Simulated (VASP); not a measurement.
Here is a VASP 6.6.1 calculation.

Contents of INCAR:

```
SYSTEM = InSb
PREC = Accurate ; ENCUT = 520
EDIFF = 1E-6 ; ISMEAR = 0
SIGMA = 0.15 ; LREAL = .False.
LASPH = .True. ; NELM = 80
ALGO = Normal ; ISIF = 2
LWAVE = .False. ; LCHARG = .False.
GGA = PS ; NBANDS = 16
```

KPOINTS

```
regular mesh
0
Gamma
  16 16 16
  0 0 0
```

File POSCAR:

```
InSb
1.0
    0.0000000000      3.2273297747      3.2599290654
    3.2273297747      0.0000000000      3.2599290654
    3.2273297747      3.2273297747      0.0000000000
In Sb
1 1
Direct
    0.0000000000      0.0000000000      0.0000000000
    0.7500000000      0.7500000000      0.7500000000
```

Potentials or basis: VASP PAW PBE potentials, release 64 (In_d, Sb).

Launch:

```sh
$ cat potpaw_PBE.64/In_d/POTCAR potpaw_PBE.64/Sb/POTCAR > POTCAR
$ mpirun -np 1 vasp_std > vasp.out
```

Estimate the band gap on the k mesh.

zero (filled and empty bands touch).

What does it give for the pressure?

0.9 GPa.

Stress tensor (GPa, compression positive):
```
0.99 0.00 0.00
0.00 0.99 0.00
0.00 0.00 0.71
```

Caveat: the cell differs from its parent crystal (strain -0.0100 x Voigt [1, 1, 0, 0, 0, 0]); semilocal functionals underestimate gaps, and a narrow one can read as zero; the PAW data sets were made with another functional, which shifts forces and pressure a little; spin-orbit coupling is left out, which moves the levels of the heavy elements.
